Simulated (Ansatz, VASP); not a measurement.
**One calculation of Ni, two programs**

```
Ni
1.0
     0.00000    1.90000    1.90000
     1.90000    0.00000    1.90000
     1.90000    1.90000    0.00000
Ni
1
Direct
  0.00000 0.00000 0.00000
```

Change from the starting cell: strain +0.080 along x and y, +0.080 along z, atoms carried along.

Alike in both runs: task single point; functional PBE; k mesh 30 × 30 × 30; occupations gaussian, width 0.15 eV; collinear spin.

|  | VASP | Ansatz |
| --- | --- | --- |
| version | VASP 6.6.1 | Ansatz 0.2.0 |
| potentials or method | VASP PAW PBE potentials, release 64 (Ni), cutoff 520 eV | scalar-relativistic, plane waves, PAW |
| valence electrons in the cell | 10 | 18 |

|  | VASP | Ansatz | Ansatz less VASP |
| --- | --- | --- | --- |
| gap on the k mesh at the Fermi level (eV) | none | none | - |
| pressure (GPa) | -25.4 | -25.8 | -0.45 |
| net moment per atom (μB) | 0.69 | 0.71 | +0.016 |
| size of the moment on the site where the two differ most (μB) | 0.73 | 0.76 | +0.031 |

Site moments also hang on the region over which each program counts them. A gap of «none» marks a metal or a gap that the smearing closes. VASP's potentials hold 10 valence electrons a cell and Ansatz's 18, so a difference there can come from the potentials and not from the codes.
